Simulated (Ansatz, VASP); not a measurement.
## In in VASP and in Ansatz

```xyz
4
Lattice="3.4513 0.0000 0.0000 -1.7256 2.9889 0.0000 0.0000 0.0000 11.0803" Properties=species:S:1:pos:R:3 pbc="T T T"
In    0.0000    0.0000    0.0000
In    0.0000    1.9926    2.7701
In    0.0000    0.0000    5.5402
In    1.7256    0.9963    8.3103
```

Alike in both runs: task single point; functional r2SCAN; k mesh 8 × 8 × 3; occupations methfessel-paxton of order 1, width 0.15 eV; no spin polarisation.

|  | VASP | Ansatz |
| --- | --- | --- |
| version | VASP 6.6.1 | Ansatz 0.2.0 |
| potentials or method | VASP PAW PBE potentials, release 64 (In_d), cutoff 520 eV | plane waves, PAW |
| valence electrons in the cell | 52 | 52 |

```tsv
	VASP	Ansatz	Ansatz less VASP
pressure (GPa)	-2.6	-2.6	-0.02
traceless stress, the component that is largest in VASP (GPa)	0.59	0.58	-0.004
```

VASP's potentials were made for PBE, not for r2SCAN. The functional is the same, so the differences come from potentials, cutoffs and numerics.
